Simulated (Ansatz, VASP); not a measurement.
## Ca: VASP beside Ansatz

The input INCAR:

```
AGGAC    = 1.0          
AGGAX    = 1.0          
ALDAC    = 0.0          
ALDAX    = 1.0          
ALGO     = Normal         # electronic algorithm
EDIFF    = 1E-6           # SCF threshold, eV
EDIFFG   = -0.01          # ionic threshold
ENCUT    = 600            # plane-wave cutoff, eV
GGA      = B5             # functional
IBRION   = 2              # ionic algorithm
ISIF     = 3              # what is computed and relaxed
ISMEAR   = -1             # smearing method
LASPH    = True           # aspherical terms in the spheres
LCHARG   = False          # write CHGCAR
LREAL    = False          # projectors in reciprocal space
LWAVE    = False          # write WAVECAR
NELM     = 60             # most SCF steps
NSW      = 80             # ionic steps
PREC     = Accurate       # precision mode
SIGMA    = 0.1            # smearing width, eV
```

The input KPOINTS:

```
k-points
0
Gamma
  6 6 8
```

Contents of POSCAR:

```
Ca
1.0
    6.2706255792      0.0000000000      0.0000000000
   -3.1353127896      5.4305210492      0.0000000000
    0.0000000000      0.0000000000      3.8438934801
Ca
3
Direct
    0.0000000000      0.0000000000      0.0000000000
    0.3333333333      0.6666666667      0.5000000000
    0.6666666667      0.3333333333      0.5000000000
```

Input for Ansatz:

```yaml
crystal:
  lattice:
    - [6.2706255792, 0.0, 0.0]
    - [-3.1353127896, 5.4305210492, 0.0]
    - [0.0, 0.0, 3.8438934801]
  atoms:
    - { symbol: Ca, position: [0.0, 0.0, 0.0] }
    - { symbol: Ca, position: [0.3333333333, 0.6666666667, 0.5] }
    - { symbol: Ca, position: [0.6666666667, 0.3333333333, 0.5] }
hamiltonian:
  xc: blyp
  pseudopotentials:
    kind: paw
    azcp:
      Ca: "pseudopotentials/Ca.paw.azcp"
basis:
  ecutwfc: 420
  fft_grid_basis: typed
kpoints:
  mp_grid: { grid: [6, 6, 8], shift: [0, 0, 0] }
magnetization:
  spin_polarized: false
scf:
  occupations: { method: fermi_dirac, width: 0.1 }
relax:
  max_steps: 60
  f_tol: 0.01
  cell: {}
```

Alike in both runs: task relaxation of cell and atoms; functional BLYP; k mesh 6 × 6 × 8; occupations fermi-dirac, width 0.1 eV; no spin polarisation.

|  | VASP | Ansatz |
| --- | --- | --- |
| version | VASP 6.6.1 | Ansatz 0.2.0 |
| potentials or method | VASP PAW PBE potentials, release 64 (Ca_sv), cutoff 600 eV | plane waves (420 eV) with PAW, scalar-relativistic |
| valence electrons in the cell | 30 | 30 |

```csv
,VASP,Ansatz,Ansatz less VASP
relaxed volume (Å³/atom),43.19,43.13,-0.058
relaxed cell length with the largest relative difference (Å),3.773,3.770,-0.0028
```

VASP's potentials were made for PBE, not for BLYP.
